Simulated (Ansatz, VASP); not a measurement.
This is a calculation of Au for Ansatz 0.2.0.

input.yaml

```yaml
crystal:
  lattice:
    - [0.0, 2.035, 2.035]
    - [2.035, 0.0, 2.035]
    - [2.035, 2.035, 0.0]
  atoms:
    - { symbol: Au, position: [0.0, 0.0, 0.0] }
kpoints:
  mp_grid: { grid: [11, 11, 11] }
scf:
  occupations: { method: gaussian, width: 0.013 }
hamiltonian:
  xc: pbe
  pseudopotentials: { kind: all_electron, lapw: { basis_error: 0.001 } }
output:
  forces: true
  stress: true
  eigenvalues: true
```

Potentials or basis: all-electron LAPW, scalar-relativistic.

The run is started by

```console
$ ansatz run input.yaml --threads 1 --pin off --max-ram 3072MiB --backend cpu --events-out ev --progress --plain --runs-dir out
```

Q: Set up the same calculation for VASP 6.6.1. Potentials there: VASP PAW PBE potentials, release 64 (Au).

A: As run (the cutoff follows the program's own potentials):

Contents of INCAR:

```
SYSTEM = Au
PREC = Accurate ; ENCUT = 520
EDIFF = 1E-7 ; ISMEAR = 0
SIGMA = 0.013000000000000001 ; LREAL = .False.
LASPH = .True. ; NELM = 60
ALGO = Fast ; ISIF = 2
LWAVE = .False. ; LCHARG = .True.
GGA = PE ; LELF = .True.
LVHAR = .True. ; NBANDS = 12
```

Contents of KPOINTS:

```
regular mesh
0
Gamma
  11 11 11
  0 0 0
```

POSCAR

```
Au
1.0
    0.0000000000      2.0350000000      2.0350000000
    2.0350000000      0.0000000000      2.0350000000
    2.0350000000      2.0350000000      0.0000000000
Au
1
Direct
    0.0000000000      0.0000000000      0.0000000000
```

Potentials or basis: VASP PAW PBE potentials, release 64 (Au).

Run with:

```sh
$ cat potpaw_PBE.64/Au/POTCAR > POTCAR
$ mpirun -np 1 vasp_std > vasp.out
```

Both were run:

|  | VASP | Ansatz | Ansatz less VASP |
| --- | --- | --- | --- |
| gap on the k mesh at the Fermi level (eV) | none | none | - |
| pressure (GPa) | 10.5 | 10.8 | +0.29 |

A gap of «none» marks a metal or a gap that the smearing closes. Ansatz ran all-electron here, and VASP with PAW potentials.

Spin-orbit coupling is off throughout.
